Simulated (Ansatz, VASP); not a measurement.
# Two plane-wave programs on Al2GaP3

Contents of INCAR:

```
ALGO = Normal ; EDIFF = 1E-6
EDIFFG = -0.01 ; ENCUT = 600
GGA = PE ; IBRION = 2
ISIF = 3 ; ISMEAR = 0
LASPH = T ; LCHARG = F
LREAL = F ; LUSENCCL = F
LWAVE = F ; NELM = 100
NSW = 100 ; PREC = Accurate
SIGMA = 0.1
```

File KPOINTS:

```
k-points
0
Gamma
  12 12 10
```

Contents of POSCAR:

```
Al2GaP3
1.0
    5.4909930500      0.0000000000      0.0000000000
   -2.7454965200      4.7553394700      0.0000000000
    0.0000000000      0.0000000000      4.2707837400
Al Ga P
2 1 3
Direct
    0.3333333300      0.6666666700      0.0000000000
    0.6666666700      0.3333333300      0.0000000000
    0.0000000000      0.0000000000      0.0000000000
    0.5000000000      0.0000000000      0.5000000000
    0.5000000000      0.5000000000      0.5000000000
    0.0000000000      0.5000000000      0.5000000000
```

Input for Ansatz:

```yaml
crystal:
  lattice:
    - [5.49099305, 0.0, 0.0]
    - [-2.74549652, 4.75533947, 0.0]
    - [0.0, 0.0, 4.27078374]
  atoms:
    - { symbol: Al, position: [0.33333333, 0.66666667, 0.0] }
    - { symbol: Al, position: [0.66666667, 0.33333333, 0.0] }
    - { symbol: Ga, position: [0.0, 0.0, 0.0] }
    - { symbol: P, position: [0.5, 0.0, 0.5] }
    - { symbol: P, position: [0.5, 0.5, 0.5] }
    - { symbol: P, position: [0.0, 0.5, 0.5] }
basis:
  ecutwfc: 420
kpoints:
  mp_grid: { grid: [12, 12, 10] }
hamiltonian:
  xc: pbe
scf:
  occupations: { method: gaussian, width: 0.1 }
output:
  forces: true
  stress: true
  eigenvalues: true
  write_density: true
  write_potential: true
  elf: true
  volumetric_format: npy
relax:
  adjacent_minimum: "off"
  f_tol: 0.01
  max_steps: 80
  cell: { stress_tol: 0.05 }
```

Change from the starting cell: species swapped into the GdAl3Pd2 type (P6/mmm, No. 191).

Alike in both runs: task relaxation of cell and atoms; functional PBE; k mesh 12 × 12 × 10; occupations gaussian, width 0.1 eV; no spin polarisation.

```csv
,VASP,Ansatz
version,VASP 6.6.1,Ansatz 0.2.0
potentials or method,"VASP PAW PBE potentials, release 64 (Al, Ga_d, P), cutoff 600 eV","scalar-relativistic, plane waves, PAW"
valence electrons in the cell,34,34
```

```csv
,VASP,Ansatz,Ansatz less VASP
"gap on the k mesh at the Fermi level, each at its own relaxed structure (eV)",none,none,-
relaxed volume (Å³/atom),17.15,17.20,+0.042
relaxed length of the cell vector where the two differ most in proportion (Å),5.296,5.300,+0.0046
```

A gap of «none» marks a metal or a gap that the smearing closes.
